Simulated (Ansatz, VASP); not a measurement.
# Two plane-wave programs on Sr2B3

Contents of INCAR:

```
SYSTEM = Sr2B3
ALGO     = Normal         ! electronic algorithm
EDIFF    = 1E-6           ! SCF threshold, eV
ENCUT    = 520            ! plane-wave cutoff, eV
GGA      = PE             ! functional
ISIF     = 2              ! what is computed and relaxed
ISMEAR   = -1             ! smearing method
ISPIN    = 2              ! spin polarisation
LASPH    = .TRUE.         ! aspherical terms in the spheres
LCHARG   = .FALSE.        ! write CHGCAR
LORBIT   = 11             ! projections on sites
LREAL    = .FALSE.        ! projectors in reciprocal space
LWAVE    = .FALSE.        ! write WAVECAR
MAGMOM   = 2 2 3 2 1 2 3 2 1 1 ! initial moments
NBANDS   = 44             ! bands
NELM     = 150            ! most SCF steps
PREC     = Accurate       ! precision mode
SIGMA    = 0.0901         ! smearing width, eV
```

The input KPOINTS:

```
k-points
0
G
  3 3 5
  0 0 0
```

The input POSCAR:

```
Sr2B3
1.0
    6.7575650000      0.0000000000      0.0000000000
    0.0000000000      6.7575650000      0.0000000000
    0.0000000000      0.0000000000      3.9437300000
B Sr
6 4
Direct
    0.3714000000      0.8714000000      0.5000000000
    0.1286000000      0.3714000000      0.5000000000
    0.6286000000      0.1286000000      0.5000000000
    0.8714000000      0.6286000000      0.5000000000
    0.0000000000      0.0000000000      0.5000000000
    0.5000000000      0.5000000000      0.5000000000
    0.1734000000      0.6734000000      0.0000000000
    0.3266000000      0.1734000000      0.0000000000
    0.8266000000      0.3266000000      0.0000000000
    0.6734000000      0.8266000000      0.0000000000
```

Input for Ansatz:

```yaml
crystal:
  lattice:
    - [6.757565, 0.0, 0.0]
    - [0.0, 6.757565, 0.0]
    - [0.0, 0.0, 3.94373]
  atoms:
    - { symbol: B, position: [0.3714, 0.8714, 0.5], spin: 2.0 }
    - { symbol: B, position: [0.1286, 0.3714, 0.5], spin: 2.0 }
    - { symbol: B, position: [0.6286, 0.1286, 0.5], spin: 3.0 }
    - { symbol: B, position: [0.8714, 0.6286, 0.5], spin: 2.0 }
    - { symbol: B, position: [0.0, 0.0, 0.5], spin: 1.0 }
    - { symbol: B, position: [0.5, 0.5, 0.5], spin: 2.0 }
    - { symbol: Sr, position: [0.1734, 0.6734, 0.0], spin: 3.0 }
    - { symbol: Sr, position: [0.3266, 0.1734, 0.0], spin: 2.0 }
    - { symbol: Sr, position: [0.8266, 0.3266, 0.0], spin: 1.0 }
    - { symbol: Sr, position: [0.6734, 0.8266, 0.0], spin: 1.0 }
  symmetry: { tolerance: 0.0003 }
kpoints:
  mp_grid: { grid: [3, 3, 5], shift: [0, 0, 0] }
magnetization:
  spin_polarized: true
scf:
  occupations: { method: fermi_dirac, width: 0.0901 }
hamiltonian:
  pseudopotentials: { kind: paw }
  xc: pbe
basis:
  ecutwfc: 420
output:
  forces: true
  stress: true
  eigenvalues: true
  write_density: true
  write_potential: true
  elf: true
  volumetric_format: npy
```

Alike in both runs: task single point; functional PBE; k mesh 3 × 3 × 5; occupations fermi-dirac, width 0.0901 eV; collinear spin.

```csv
,VASP,Ansatz
version,VASP 6.6.1,Ansatz 0.2.0
potentials or method,"VASP PAW PBE potentials, release 64 (B, Sr_sv), cutoff 520 eV",PAW plane waves
valence electrons in the cell,58,58
```

Ansatz gave:

* gap on the k mesh at the Fermi level (eV): none
* pressure (GPa): 0.6
* traceless stress, the component that is largest in VASP (GPa): 5.54
* rms of the force components (eV/Å): 0.410
* net moment per atom (μB): 0.18
* size of the moment on the site where the two differ most (μB): 0.19

Task: Which values does VASP return?

Result: gap on the k mesh at the Fermi level (eV): none; pressure (GPa): 0.9; traceless stress, the component that is largest in VASP (GPa): 5.59; rms of the force components (eV/Å): 0.411; net moment per atom (μB): 0.18; size of the moment on the site where the two differ most (μB): 0.14.

Site moments also hang on the region over which each program counts them. Atom by atom the forces differ by 0.002 eV/Å (rms over components). A gap of «none» marks a metal or a gap that the smearing closes. Ansatz's warnings: seeded moment not kept.
